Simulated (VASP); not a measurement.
# NaF (Fm-3m) in VASP: a series of runs

The runs below take NaF through single point, relaxation of cell and atoms, with PBE.

Program: VASP 6.6.1. These are calculated values, not measurements. Logs are shortened: lines on timing, memory, paths and dates and some standing lists are left out, and cuts for length are marked.

### 1 The cell of the first run

Symmetry: Fm-3m, No. 225, cubic system. The conventional cell has a = 4.702 Å, b = 4.702 Å, c = 4.702 Å, α = 90.00°, β = 90.00°, γ = 90.00°. Na (site symmetry m-3m) has 6 F at 2.35 Å within 3.1 Å. Within 3.1 Å of F (site symmetry m-3m) lie 6 Na at 2.35 Å.

### 2 Single point, PBE

Contents of INCAR:

```
  ALGO = Normal
  EDIFF = 1E-6
  ENCUT = 520
  GGA = PE
  ISIF = 2
  ISMEAR = 0
  LASPH = True
  LCHARG = False
  LREAL = False
  LWAVE = False
  NBANDS = 14
  NELM = 80
  PREC = Accurate
  SIGMA = 0.02
```

Contents of KPOINTS:

```
k-points
0
Gamma
  8 8 8
```

Contents of POSCAR:

```
NaF
1.0
    0.0000000000      2.3509753924      2.3509753924
    2.3509753924      0.0000000000      2.3509753924
    2.3509753924      2.3509753924      0.0000000000
Na F
1 1
Direct
    0.0000000000      0.0000000000      0.0000000000
    0.5000000000      0.5000000000      0.5000000000
```

Potentials or basis: VASP PAW PBE potentials, release 64 (Na_pv, F).

Started as:

```bash
cat potpaw_PBE.64/Na_pv/POTCAR potpaw_PBE.64/F/POTCAR > POTCAR
mpirun -np 1 vasp_std > vasp.out
```

OUTCAR:

```text
EDIFF = 1E-6
   ENCUT = 520
   GGA = PE
   ISIF = 2
   ISMEAR = 0
   LASPH = True
   LREAL = False
   NELM = 80
   PREC = Accurate

 ion  position               nearest neighbor table
   1  0.000  0.000  0.000-
   2  0.500  0.500  0.500-

  LATTYP: Found a face centered cubic cell.
 ALAT       =     4.7019507848

  Lattice vectors:

 A1 = (   0.0000000000,   2.3509753924,   2.3509753924)
 A2 = (   2.3509753924,   0.0000000000,   2.3509753924)
 A3 = (   2.3509753924,   2.3509753924,   0.0000000000)

Analysis of symmetry for initial positions (statically):
=====================================================================
 Subroutine PRICEL returns:
 Original cell was already a primitive cell.

 Routine SETGRP: Setting up the symmetry group for a
 face centered cubic supercell.

 Subroutine GETGRP returns: Found 48 space group operations
 (whereof 48 operations were pure point group operations)
 out of a pool of 48 trial point group operations.

The static configuration has the point symmetry O_h .

Analysis of symmetry for dynamics (positions and initial velocities):
=====================================================================
 Subroutine PRICEL returns:
 Original cell was already a primitive cell.

 Routine SETGRP: Setting up the symmetry group for a
 face centered cubic supercell.

 Subroutine GETGRP returns: Found 48 space group operations
 (whereof 48 operations were pure point group operations)
 out of a pool of 48 trial point group operations.

The dynamic configuration has the point symmetry O_h .

 Subroutine INISYM returns: Found 48 space group operations
 (whereof 48 operations are pure point group operations),
 and found     1 'primitive' translations

----------------------------------------------------------------------------------------

                                     Primitive cell

  volume of cell :      25.9881

  direct lattice vectors                    reciprocal lattice vectors
     0.000000000  2.350975392  2.350975392    -0.212677683  0.212677683  0.212677683
     2.350975392  0.000000000  2.350975392     0.212677683 -0.212677683  0.212677683
     2.350975392  2.350975392  0.000000000     0.212677683  0.212677683 -0.212677683

  length of vectors
     3.324781285  3.324781285  3.324781285     0.368368553  0.368368553  0.368368553

  position of ions in fractional coordinates (direct lattice)
     0.000000000  0.000000000  0.000000000
     0.500000000  0.500000000  0.500000000

  ion indices of the primitive-cell ions
   primitive index   ion index
                 1           1
                 2           2

----------------------------------------------------------------------------------------

 KPOINTS: k-points

Automatic generation of k-mesh.
 Grid dimensions read from file:
 generate k-points for:    8    8    8

 Generating k-lattice:

  Cartesian coordinates                     Fractional coordinates (reciprocal lattice)
    -0.026584710  0.026584710  0.026584710     0.125000000  0.000000000  0.000000000
     0.026584710 -0.026584710  0.026584710     0.000000000  0.125000000  0.000000000
     0.026584710  0.026584710 -0.026584710     0.000000000  0.000000000  0.125000000

  Length of vectors
     0.046046069  0.046046069  0.046046069

  Shift w.r.t. Gamma in fractional coordinates (k-lattice)
     0.000000000  0.000000000  0.000000000

 Subroutine IBZKPT returns following result:
 ===========================================

 Found     29 irreducible k-points:

 Following reciprocal coordinates:
            Coordinates               Weight
  0.000000  0.000000  0.000000      1.000000
  0.125000  0.000000  0.000000      8.000000
  0.250000  0.000000  0.000000      8.000000
  0.375000  0.000000  0.000000      8.000000
  0.500000  0.000000  0.000000      4.000000
  0.125000  0.125000  0.000000      6.000000
[... 16 lines left out ...]
  0.500000  0.250000  0.125000     48.000000
 -0.375000  0.250000  0.125000     24.000000
 [... further k-points ...]
   k-points           NKPTS =     29   k-points in BZ     NKDIM =     29   number of bands    NBANDS=     14
   number of dos      NEDOS =    301   number of ions     NIONS =      2
   total plane-waves  NPLWV =  21952
   dimension x,y,z NGX =    28 NGY =   28 NGZ =   28
   dimension x,y,z NGXF=    56 NGYF=   56 NGZF=   56
   ions per type =               1   1
   NGX,Y,Z   is equivalent  to a cutoff of  14.00, 14.00, 14.00 a.u.
   NGXF,Y,Z  is equivalent  to a cutoff of  28.00, 28.00, 28.00 a.u.
 SYSTEM =  unknown system
   PREC   = accura    normal or accurate (medium, high low for compatibility)
   ISTART =      0    job   : 0-new  1-cont  2-samecut
   ICHARG =      2    charge: 1-file 2-atom 10-const
   ISPIN  =      1    spin polarized calculation?
   LNONCOLLINEAR =      F non collinear calculations
   LSORBIT =      F    spin-orbit coupling
   LASPH  =      T    aspherical Exc in radial PAW
   ENCUT  =  520.0 eV  38.22 Ry    6.18 a.u.   6.18  6.18  6.18*2*pi/ulx,y,z
   NELM   =     80;   NELMIN=  2; NELMDL= -5     # of ELM steps
   EDIFF  = 0.1E-05   stopping-criterion for ELM
   LREAL  =      F    real-space projection
   EDIFFG = 0.1E-04   stopping-criterion for IOM
   NSW    =      0    number of steps for IOM
   IBRION =     -1    ionic relax: 0-MD 1-quasi-New 2-CG
   NFREE  =      0    steps in history (QN), initial steepest desc. (CG)
   ISIF   =      2    stress and relaxation
   ISYM   =      2    0-nonsym 1-usesym 2-fastsym
   POTIM  = 0.5000    time-step for ionic-motion
   TEBEG  =    0.0;   TEEND  =   0.0 temperature during run
   PSTRESS=    0.0 pullay stress
   NELECT =      14.0000    total number of electrons
   NUPDOWN=      -1.0000    fix difference up-down
   EMIN   =  10.00;   EMAX   =-10.00  energy-range for DOS
   EFERMI =   0.00;   METHOD = LEGACY
   ISMEAR =     0;   SIGMA  =   0.02  broadening in eV -4-tet -1-fermi 0-gaus
   EFERMI_NEDOS =   21; number of points for ismear=-14 and -15
   IALGO  =     38    algorithm
   IMIX   =      4    mixing-type and parameters
     AMIX     =   0.40;   BMIX     =  1.00
     AMIX_MAG =   1.60;   BMIX_MAG =  1.00
  volume/ion in A,a.u.               =      12.99        87.69
  Fermi-wavevector in a.u.,A,eV,Ry     =   1.332067  2.517242 24.142214  1.774403
  Thomas-Fermi vector in A             =   2.461030
   LORBIT       =      0    0 simple, 1 ext, 2 COOP (PROOUT), +10 PAW based schemes
   GGA     = PE    functional components
   LHFCALC =     F    Hartree Fock is set to
   AEXX    =    0.0000 exact exchange contribution
   IVDW    =     0    specifies the selected vdW correction
   LEPSILON=     F    determine dielectric tensor
   LRPA    =     F    only Hartree local field effects (RPA)
 non-spin polarized calculation
 Gauss-broadening in eV      SIGMA  =   0.02
  energy-cutoff  :      520.00
  volume of cell :       25.99
 maximum number of plane-waves:       725
 NGX is ok and might be reduce to    28
   NGX = 13   NGY = 13   NGZ = 13

 number of electron      14.0000002 magnetization

 Free energy of the ion-electron system (eV)
  ---------------------------------------------------
  ext. energy  EPLUGINS =         0.00000000
  ---------------------------------------------------
  free energy    TOTEN  =        -8.56949680 eV

  energy without entropy =       -8.56949680  energy(sigma->0) =       -8.56949680

 E-fermi :  -2.0994     XC(G=0):  -8.9491

 val. band max:       -2.2678354281   @ k =   0.0000   0.0000   0.0000
 cond. band min:       3.8011694171   @ k =   0.0000   0.0000   0.0000
 fundamental gap:      6.0690048452
 Fermi energy:        -2.0994207523

 k-point     1 :       0.0000    0.0000    0.0000
  band No.  band energies     occupation
      1     -21.3714      2.00000
      2     -21.3474      2.00000
      3     -21.3474      2.00000
      4     -21.3474      2.00000
      5      -2.2678      2.00000
      6      -2.2678      2.00000
      7      -2.2678      2.00000
      8       3.8012      0.00000
      9      16.3951      0.00000
     10      16.3951      0.00000
     11      16.3951      0.00000
     12      19.1686      0.00000
     13      21.2970      0.00000
     14      21.2970      0.00000

 k-point     2 :       0.1250    0.0000    0.0000
  band No.  band energies     occupation
      1     -21.6342      2.00000
      2     -21.3490      2.00000
      3     -21.3490      2.00000
      4     -21.0660      2.00000
      5      -2.5468      2.00000
      6      -2.3027      2.00000
      7      -2.3027      2.00000
      8       4.3311      0.00000
      9      14.6836      0.00000
     10      16.6144      0.00000
     11      16.6145      0.00000
     12      20.6827      0.00000
     13      20.6827      0.00000
     14      20.9545      0.00000

 k-point     3 :       0.2500    0.0000    0.0000
  band No.  band energies     occupation
      1     -21.8542      2.00000
      2     -21.3528      2.00000
      3     -21.3528      2.00000
      4     -20.8020      2.00000
      5      -3.1134      2.00000
      6      -2.3857      2.00000
      7      -2.3857      2.00000
      8       5.6184      0.00000
      9      12.5965      0.00000
     10      17.0835      0.00000
     11      17.0835      0.00000
     12      20.0082      0.00000
     13      20.0082      0.00000
     14      21.4249      0.00000

 k-point     4 :       0.3750    0.0000    0.0000
  band No.  band energies     occupation
      1     -21.9952      2.00000
      2     -21.3566      2.00000
      3     -21.3566      2.00000
      4     -20.6166      2.00000
      5      -3.5863      2.00000
      6      -2.4673      2.00000
      7      -2.4673      2.00000
      8       7.1730      0.00000
      9      10.8845      0.00000
     10      17.3467      0.00000
     11      17.3467      0.00000
     12      19.9698      0.00000
     13      19.9698      0.00000
     14      20.9872      0.00000

 k-point     5 :       0.5000    0.0000    0.0000
  band No.  band energies     occupation
      1     -22.0436      2.00000
      2     -21.3582      2.00000
      3     -21.3582      2.00000
      4     -20.5497      2.00000
      5      -3.7638      2.00000
      6      -2.5007      2.00000
      7      -2.5007      2.00000
      8       8.2458      0.00000
      9       9.8299      0.00000
     10      17.3691      0.00000
     11      17.3691      0.00000
[... 276 lines left out ...]
 k-point    22 :       0.3750    0.2500    0.1250
  band No.  band energies     occupation
      1     -21.8422      2.00000
      2     -21.3786      2.00000
      3     -21.3599      2.00000
      4     -20.7785      2.00000
      5      -3.2409      2.00000
      6      -2.5696      2.00000
      7      -2.4641      2.00000
      8       6.6152      0.00000
      9      12.0737      0.00000
     10      15.5646      0.00000
     11      17.1955      0.00000
     12      17.7498      0.00000
     13      21.5100      0.00000
     14      24.1833      0.00000

 k-point    23 :       0.5000    0.2500    0.1250
  band No.  band energies     occupation
      1     -21.8848      2.00000
      2     -21.3914      2.00000
      3     -21.3681      2.00000
      4     -20.7013      2.00000
      5      -3.4326      2.00000
      6      -2.7378      2.00000
      7      -2.5445      2.00000
      8       8.0731      0.00000
      9      11.0424      0.00000
     10      14.6725      0.00000
     11      16.5054      0.00000
     12      18.8421      0.00000
     13      20.8263      0.00000
     14      24.7515      0.00000

 k-point    24 :      -0.3750    0.2500    0.1250
  band No.  band energies     occupation
      1     -21.9005      2.00000
      2     -21.3941      2.00000
      3     -21.3741      2.00000
      4     -20.6714      2.00000
      5      -3.5006      2.00000
      6      -2.8094      2.00000
      7      -2.5806      2.00000
      8       9.2319      0.00000
      9      10.0984      0.00000
     10      14.3979      0.00000
     11      16.1998      0.00000
     12      19.3992      0.00000
     13      20.4230      0.00000
     14      25.0321      0.00000

 [... further k-points ...]

------------------------ aborting loop because EDIFF is reached ----------------------------------------

  FORCE on cell =-STRESS in cart. coord.  units (eV):
  Direction    XX          YY          ZZ          XY          YZ          ZX
  --------------------------------------------------------------------------------------
  -------------------------------------------------------------------------------------
  Total       -0.0299389     -0.0299389     -0.0299389      0.0000000     -0.0000000     -0.0000000
  in kB       -1.8457452     -1.8457452     -1.8457452      0.0000000     -0.0000000     -0.0000000
  external PRESSURE =      -1.8457452 kB  Pullay stress =       0.0000000 kB

 VOLUME and BASIS-vectors are now :
 -----------------------------------------------------------------------------
  energy-cutoff  :      520.00
  volume of cell :       25.99
      direct lattice vectors                 reciprocal lattice vectors
     0.000000000  2.350975392  2.350975392    -0.212677683  0.212677683  0.212677683
     2.350975392  0.000000000  2.350975392     0.212677683 -0.212677683  0.212677683
     2.350975392  2.350975392  0.000000000     0.212677683  0.212677683 -0.212677683

 POSITION                                       TOTAL-FORCE (eV/Angst)
 -----------------------------------------------------------------------------------
      0.00000      0.00000      0.00000        -0.000000     -0.000000     -0.000000
      2.35098      2.35098      2.35098         0.000000      0.000000      0.000000
 -----------------------------------------------------------------------------------
    total drift:                                0.000000      0.000000      0.000000

  FREE ENERGIE OF THE ION-ELECTRON SYSTEM (eV)
  ---------------------------------------------------
  free  energy   TOTEN  =        -8.5694967994 eV

  energy  without entropy=       -8.5694967994  energy(sigma->0) =       -8.56949680
```

It took 18 s on 1 thread of Intel Xeon 8259CL, shared host; peak memory 0.15 GiB.

What came out:

```yaml
Free_energy: -8.5695 eV
Pressure: -0.2 GPa
Band_gap_on_the_k_mesh: 6.07 eV
```

Levels at points of the mesh, in eV from the valence-band top:
| k point | band 5 | band 6 | band 7 | band 8 | band 9 | band 10 |
| --- | --- | --- | --- | --- | --- | --- |
| (0.00, 0.00, 0.00) | 0.00 | 0.00 | 0.00 | 6.07 | 18.66 | 18.66 |
| (0.50, 0.00, 0.00) | -1.50 | -0.23 | -0.23 | 10.51 | 12.10 | 19.64 |
| (0.50, 0.50, 0.00) | -1.21 | -0.38 | -0.38 | 12.80 | 13.15 | 13.18 |

### 3 Relaxation of cell and atoms, PBE

This run uses another cell than the first one, of 17.78 Å³/atom.

Contents of INCAR:

```
PREC = Accurate
ENCUT = 600
EDIFF = 1E-6
ISMEAR = 0
SIGMA = 0.02
LREAL = False
LASPH = True
NELM = 80
ALGO = Normal
ISIF = 3
LWAVE = False
LCHARG = False
GGA = PE
IBRION = 2
NSW = 80
EDIFFG = -0.01
```

Contents of KPOINTS:

```
Automatic mesh
0
Gamma
  8 8 8
```

Contents of POSCAR:

```
NaF
1.0
    0.0000000000      2.6097782561      2.6097782561
    2.6097782561      0.0000000000      2.6097782561
    2.6097782561      2.6097782561      0.0000000000
Na F
1 1
Direct
    0.0000000000      0.0000000000      0.0000000000
    0.5000000000      0.5000000000      0.5000000000
```

Potentials or basis: VASP PAW PBE potentials, release 64 (Na_pv, F).

Started as:

```bash
cat potpaw_PBE.64/Na_pv/POTCAR potpaw_PBE.64/F/POTCAR > POTCAR
mpirun -np 1 vasp_std > vasp.out
```

It took 76 s on 1 thread of Intel Xeon 8259CL, shared host; peak memory 0.17 GiB.

Results (log left out):

```
Free energy                           : -8.5907 eV
Relaxed volume                        : 12.94 Å³/atom
Relaxed cell                          : a = 3.320 Å, b = 3.320 Å, c = 3.320 Å, α = 60.00°, β = 60.00°, γ = 60.00°
Space group after relaxing (to 0.1 Å) : Fm-3m (No. 225)
Energy gained by relaxing             : 146.6 meV/atom
Ionic steps                           : 5
Pressure after relaxing               : -0.1 GPa
Band gap on the k mesh                : 6.10 eV
```

Step by step:
```csv
step,energy change (eV),largest force (eV/Å),pressure (GPa),volume (Å³)
1,0.0000,0.0000,-7.18,35.55
2,-0.1643,0.0000,-5.96,31.61
3,-0.2837,0.0000,-2.19,27.21
4,-0.2914,0.0000,1.01,25.32
5,-0.2931,0.0000,-0.10,25.88
```

Final structure:
```cif
data_structure
_symmetry_space_group_name_H-M 'P 1'
_symmetry_Int_Tables_number 1
_cell_length_a 3.3203
_cell_length_b 3.3203
_cell_length_c 3.3203
_cell_angle_alpha 60.000
_cell_angle_beta 60.000
_cell_angle_gamma 60.000
_cell_volume 25.88
loop_
_atom_site_label
_atom_site_type_symbol
_atom_site_fract_x
_atom_site_fract_y
_atom_site_fract_z
_atom_site_occupancy
Na1 Na 0.00000 0.00000 0.00000 1
F1 F 0.50000 0.50000 0.50000 1
```

Levels at points of the mesh, in eV from the valence-band top:
```tsv
k point	band 3	band 4	band 5	band 6	band 7	band 8	band 9	band 10	band 11
(0.00, 0.00, 0.00)	-19.06	-19.06	0.00	0.00	0.00	6.10	18.70	18.70	18.70
(0.50, 0.00, 0.00)	-19.07	-18.27	-1.50	-0.23	-0.23	10.55	12.14	19.69	19.69
(0.50, 0.50, 0.00)	-19.11	-18.88	-1.21	-0.38	-0.38	12.83	13.18	13.22	19.26
```

Caveat: the volume moved by over 15 % at a fixed basis, so the end points are rough.
